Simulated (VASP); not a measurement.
# Zr (Ibam) in VASP: single point with LDA

Aim: the single point of Zr with LDA.

All numbers are computed with VASP 6.6.1; they aren't measurements. Logs are shortened: lines on timing, memory, paths and dates and some standing lists are left out, and cuts for length are marked.

**1. The cell of the first run**

The structure is orthorhombic, space group Ibam (No. 72). The conventional cell has a = 5.431 Å, b = 8.336 Å, c = 6.214 Å, α = 90.00°, β = 90.00°, γ = 90.00°. Zr (site symmetry 222) has 14 Zr at 3.11 to 3.80 Å within 4.1 Å. Zr (site symmetry m) has 13 Zr at 2.97 to 3.82 Å within 3.9 Å.

**2. Single point, LDA**

Contents of INCAR:

```
  PREC = Accurate
  ENCUT = 500
  EDIFF = 1E-6
  ISMEAR = 0
  SIGMA = 0.1
  LREAL = False
  LASPH = True
  NELM = 120
  ALGO = Normal
  ISIF = 2
  LWAVE = False
  LCHARG = False
  GGA = CA
  NBANDS = 45
  GGA_COMPAT = False
```

Contents of KPOINTS:

```
Automatic mesh
0
Gamma
  4 4 4
```

Contents of POSCAR:

```
Zr
1.0
   -2.7155207900      4.1680561700      3.1069835100
    2.7155207900     -4.1680561700      3.1069835100
    2.7155207900      4.1680561700     -3.1069835100
Zr
6
Direct
    0.2500000000      0.2500000000      0.0000000000
    0.7500000000      0.7500000000      0.0000000000
    0.3227186400      0.0783319100      0.4010505500
    0.8227186400      0.4216680900      0.2443867300
    0.6772813600      0.9216680900      0.5989494500
    0.1772813600      0.5783319100      0.7556132700
```

Potentials or basis: VASP PAW LDA potentials, release 64 (Zr_sv).

Command:

```bash
$ cat potpaw_LDA.64/Zr_sv/POTCAR > POTCAR
$ mpirun -np 1 vasp_std > vasp.out
```

OUTCAR:

```text
PREC = Accurate
   ENCUT = 500
   EDIFF = 1E-6
   ISMEAR = 0
   LREAL = False
   LASPH = True
   NELM = 120
   ISIF = 2
   GGA = CA

 ion  position               nearest neighbor table
   1  0.250  0.250  0.000-   2 3.11   2 3.11   5 3.14   3 3.14   4 3.14   6 3.14   6 3.14   3 3.14
                             5 3.14   4 3.14   6 3.80   4 3.80   3 3.80   5 3.80
   2  0.750  0.750  0.000-   1 3.11   1 3.11   3 3.14   5 3.14   6 3.14   4 3.14   4 3.14   5 3.14
                             3 3.14   6 3.14   4 3.80   6 3.80   5 3.80   3 3.80
   3  0.323  0.078  0.401-   6 2.97   6 2.97   5 3.08   2 3.14   1 3.14   1 3.14   2 3.14   4 3.22
                             4 3.22   1 3.80   2 3.80   5 3.82   5 3.82
   4  0.823  0.422  0.244-   5 2.97   5 2.97   6 3.08   1 3.14   2 3.14   2 3.14   1 3.14   3 3.22
                             3 3.22   2 3.80   1 3.80   6 3.82   6 3.82
   5  0.677  0.922  0.599-   4 2.97   4 2.97   3 3.08   1 3.14   2 3.14   2 3.14   1 3.14   6 3.22
                             6 3.22   2 3.80   1 3.80   3 3.82   3 3.82
   6  0.177  0.578  0.756-   3 2.97   3 2.97   4 3.08   2 3.14   1 3.14   1 3.14   2 3.14   5 3.22
                             5 3.22   1 3.80   2 3.80   4 3.82   4 3.82

  LATTYP: Found a body centered orthorhombic cell.
 ALAT       =     5.4310415800
 B/A-ratio  =     1.1441575117
 C/A-ratio  =     1.5349012187

  Lattice vectors:

 A1 = (   2.7155207900,  -4.1680561700,  -3.1069835100)
 A2 = (  -2.7155207900,  -4.1680561700,   3.1069835100)
 A3 = (  -2.7155207900,   4.1680561700,  -3.1069835100)

Analysis of symmetry for initial positions (statically):
=====================================================================
 Subroutine PRICEL returns:
 Original cell was already a primitive cell.

 Routine SETGRP: Setting up the symmetry group for a
 body centered orthorhombic supercell.

 Subroutine GETGRP returns: Found  8 space group operations
 (whereof  4 operations were pure point group operations)
 out of a pool of  8 trial point group operations.

The static configuration has the point symmetry C_2h.
 The point group associated with its full space group is D_2h.

Analysis of symmetry for dynamics (positions and initial velocities):
=====================================================================
 Subroutine PRICEL returns:
 Original cell was already a primitive cell.

 Routine SETGRP: Setting up the symmetry group for a
 body centered orthorhombic supercell.

 Subroutine GETGRP returns: Found  8 space group operations
 (whereof  4 operations were pure point group operations)
 out of a pool of  8 trial point group operations.

The dynamic configuration has the point symmetry C_2h.
 The point group associated with its full space group is D_2h.

 Subroutine INISYM returns: Found  8 space group operations
 (whereof  4 operations are pure point group operations),
 and found     1 'primitive' translations

----------------------------------------------------------------------------------------

                                     Primitive cell

  volume of cell :     140.6649

  direct lattice vectors                    reciprocal lattice vectors
    -2.715520790  4.168056170  3.106983510     0.000000000  0.119959996  0.160927793
     2.715520790 -4.168056170  3.106983510     0.184126744  0.000000000  0.160927793
     2.715520790  4.168056170 -3.106983510     0.184126744  0.119959996  0.000000000

  length of vectors
     5.865159156  5.865159156  5.865159156     0.200719095  0.244541228  0.219756816

  position of ions in fractional coordinates (direct lattice)
     0.250000000  0.250000000  0.000000000
     0.750000000  0.750000000  0.000000000
     0.322718640  0.078331910  0.401050550
     0.822718640  0.421668090  0.244386730
     0.677281360  0.921668090  0.598949450
     0.177281360  0.578331910  0.755613270

  ion indices of the primitive-cell ions
   primitive index   ion index
                 1           1
                 2           2
                 3           3
                 4           4
                 5           5
                 6           6

----------------------------------------------------------------------------------------

 KPOINTS: Automatic mesh

Automatic generation of k-mesh.
 Grid dimensions read from file:
 generate k-points for:    4    4    4

 Generating k-lattice:

  Cartesian coordinates                     Fractional coordinates (reciprocal lattice)
     0.000000000  0.029989999  0.040231948     0.250000000 -0.000000000  0.000000000
     0.046031686  0.000000000  0.040231948    -0.000000000  0.250000000  0.000000000
     0.046031686  0.029989999  0.000000000     0.000000000  0.000000000  0.250000000

  Length of vectors
     0.050179774  0.061135307  0.054939204

  Shift w.r.t. Gamma in fractional coordinates (k-lattice)
     0.000000000  0.000000000  0.000000000

 Subroutine IBZKPT returns following result:
 ===========================================

 Found     18 irreducible k-points:

 Following reciprocal coordinates:
            Coordinates               Weight
  0.000000  0.000000  0.000000      1.000000
  0.250000 -0.000000  0.000000      4.000000
  0.500000 -0.000000  0.000000      2.000000
 -0.000000  0.250000  0.000000      4.000000
  0.250000  0.250000  0.000000      8.000000
  0.500000  0.250000  0.000000      8.000000
[... 10 lines left out ...]
 -0.250000 -0.250000  0.250000      2.000000
  0.500000  0.500000  0.500000      1.000000
   k-points           NKPTS =     18   k-points in BZ     NKDIM =     18   number of bands    NBANDS=     45
   number of dos      NEDOS =    301   number of ions     NIONS =      6
   total plane-waves  NPLWV = 110592
   dimension x,y,z NGX =    48 NGY =   48 NGZ =   48
   dimension x,y,z NGXF=    96 NGYF=   96 NGZF=   96
   ions per type =               6
   NGX,Y,Z   is equivalent  to a cutoff of  13.61, 13.61, 13.61 a.u.
   NGXF,Y,Z  is equivalent  to a cutoff of  27.21, 27.21, 27.21 a.u.
 SYSTEM =  unknown system
   PREC   = accura    normal or accurate (medium, high low for compatibility)
   ISTART =      0    job   : 0-new  1-cont  2-samecut
   ICHARG =      2    charge: 1-file 2-atom 10-const
   ISPIN  =      1    spin polarized calculation?
   LNONCOLLINEAR =      F non collinear calculations
   LSORBIT =      F    spin-orbit coupling
   LASPH  =      T    aspherical Exc in radial PAW
   ENCUT  =  500.0 eV  36.75 Ry    6.06 a.u.  10.69 10.69 10.69*2*pi/ulx,y,z
   NELM   =    120;   NELMIN=  2; NELMDL= -5     # of ELM steps
   EDIFF  = 0.1E-05   stopping-criterion for ELM
   LREAL  =      F    real-space projection
   EDIFFG = 0.1E-04   stopping-criterion for IOM
   NSW    =      0    number of steps for IOM
   IBRION =     -1    ionic relax: 0-MD 1-quasi-New 2-CG
   NFREE  =      0    steps in history (QN), initial steepest desc. (CG)
   ISIF   =      2    stress and relaxation
   ISYM   =      2    0-nonsym 1-usesym 2-fastsym
   POTIM  = 0.5000    time-step for ionic-motion
   TEBEG  =    0.0;   TEEND  =   0.0 temperature during run
   PSTRESS=    0.0 pullay stress
   NELECT =      72.0000    total number of electrons
   NUPDOWN=      -1.0000    fix difference up-down
   EMIN   =  10.00;   EMAX   =-10.00  energy-range for DOS
   EFERMI =   0.00;   METHOD = LEGACY
   ISMEAR =     0;   SIGMA  =   0.10  broadening in eV -4-tet -1-fermi 0-gaus
   EFERMI_NEDOS =   21; number of points for ismear=-14 and -15
   IALGO  =     38    algorithm
   IMIX   =      4    mixing-type and parameters
     AMIX     =   0.40;   BMIX     =  1.00
     AMIX_MAG =   1.60;   BMIX_MAG =  1.00
  volume/ion in A,a.u.               =      23.44       158.21
  Fermi-wavevector in a.u.,A,eV,Ry     =   1.309555  2.474700 23.333102  1.714935
  Thomas-Fermi vector in A             =   2.440146
   LORBIT       =      0    0 simple, 1 ext, 2 COOP (PROOUT), +10 PAW based schemes
   GGA     = CA    functional components
   LHFCALC =     F    Hartree Fock is set to
   AEXX    =    0.0000 exact exchange contribution
   IVDW    =     0    specifies the selected vdW correction
   LEPSILON=     F    determine dielectric tensor
   LRPA    =     F    only Hartree local field effects (RPA)
 non-spin polarized calculation
 Gauss-broadening in eV      SIGMA  =   0.10
  energy-cutoff  :      500.00
  volume of cell :      140.66
 maximum number of plane-waves:      3586
 NGX is ok and might be reduce to    48
   NGX = 21   NGY = 21   NGZ = 21

 number of electron      72.0000000 magnetization

 Free energy of the ion-electron system (eV)
  ---------------------------------------------------
  ext. energy  EPLUGINS =         0.00000000
  ---------------------------------------------------
  free energy    TOTEN  =       -55.53129859 eV

  energy without entropy =      -55.49057197  energy(sigma->0) =      -55.51093528

 E-fermi :   8.5139     XC(G=0): -11.2463

 val. band max:        8.5046941293   @ k =   0.2500   0.5000   0.0000
 cond. band min:       8.5266817775   @ k =   0.5000   0.5000   0.2500
 fundamental gap:      0.0219876482
 Fermi energy:         8.5138623137

 k-point     1 :       0.0000    0.0000    0.0000
  band No.  band energies     occupation
      1     -39.9266      2.00000
      2     -39.7785      2.00000
      3     -39.7305      2.00000
      4     -39.7226      2.00000
      5     -39.7102      2.00000
      6     -39.7091      2.00000
[... 37 lines left out ...]
     44      10.3158      0.00000
     45      10.4129      0.00000

 k-point     2 :       0.2500   -0.0000    0.0000
  band No.  band energies     occupation
      1     -39.9034      2.00000
      2     -39.7963      2.00000
      3     -39.7335      2.00000
      4     -39.7300      2.00000
      5     -39.7078      2.00000
      6     -39.7074      2.00000
[... 37 lines left out ...]
     44      10.1352      0.00000
     45      10.3705      0.00000

 k-point     3 :       0.5000   -0.0000    0.0000
  band No.  band energies     occupation
      1     -39.8481      2.00000
      2     -39.8481      2.00000
      3     -39.7355      2.00000
      4     -39.7355      2.00000
      5     -39.7060      2.00000
      6     -39.7060      2.00000
[... 709 lines left out ...]
     44      10.7413      0.00000
     45      10.7924      0.00000

 k-point    18 :       0.5000    0.5000    0.5000
  band No.  band energies     occupation
      1     -39.8275      2.00000
      2     -39.8162      2.00000
      3     -39.7922      2.00000
      4     -39.7492      2.00000
      5     -39.7229      2.00000
      6     -39.6716      2.00000
[... 37 lines left out ...]
     44      10.2931      0.00000
     45      10.9599      0.00000

------------------------ aborting loop because EDIFF is reached ----------------------------------------

  FORCE on cell =-STRESS in cart. coord.  units (eV):
  Direction    XX          YY          ZZ          XY          YZ          ZX
  --------------------------------------------------------------------------------------
  -------------------------------------------------------------------------------------
  Total       -5.3251732     -6.0678913     -5.4631233     -0.0000000      0.0000000      0.0000000
  in kB      -60.6538937    -69.1134768    -62.2251494     -0.0000000      0.0000000      0.0000000
  external PRESSURE =     -63.9975066 kB  Pullay stress =       0.0000000 kB

 VOLUME and BASIS-vectors are now :
 -----------------------------------------------------------------------------
  energy-cutoff  :      500.00
  volume of cell :      140.66
      direct lattice vectors                 reciprocal lattice vectors
    -2.715520790  4.168056170  3.106983510     0.000000000  0.119959996  0.160927793
     2.715520790 -4.168056170  3.106983510     0.184126744  0.000000000  0.160927793
     2.715520790  4.168056170 -3.106983510     0.184126744  0.119959996  0.000000000

 POSITION                                       TOTAL-FORCE (eV/Angst)
 -----------------------------------------------------------------------------------
      0.00000      0.00000      1.55349         0.000000     -0.000000      0.000000
      0.00000      0.00000      4.66048         0.000000      0.000000      0.000000
      0.42542      2.69022     -0.00000        -0.053364     -0.035123      0.000000
     -0.42542      2.69022      3.10698         0.053364     -0.035123      0.000000
      2.29010      1.47784      3.10698         0.053364      0.035123     -0.000000
      3.14094      1.47784      0.00000        -0.053364      0.035123     -0.000000
 -----------------------------------------------------------------------------------
    total drift:                               -0.000000      0.000000     -0.000000

  FREE ENERGIE OF THE ION-ELECTRON SYSTEM (eV)
  ---------------------------------------------------
  free  energy   TOTEN  =       -55.5312985872 eV

  energy  without entropy=      -55.4905719740  energy(sigma->0) =      -55.51093528
```

It took 3.4 min on 1 thread of Oxide Virtual Turin-like, shared host; peak memory 0.24 GiB.

Results:

```
Free energy            : -55.5313 eV
Pressure               : -6.4 GPa
Largest force          : 0.064 eV/Å
Band gap on the k mesh : zero (bands 36 and 37 overlap by 0.13 eV)
```

Forces on the atoms (eV/Å):
```
Zr   0.000  0.000  0.000
Zr   0.000  0.000  0.000
Zr  -0.053 -0.035  0.000
Zr   0.053 -0.035  0.000
Zr   0.053  0.035  0.000
Zr  -0.053  0.035  0.000
```

Caveat: the cell stands under tension.

The gap in the log of VASP goes by the Fermi energy; the results here count the filled bands.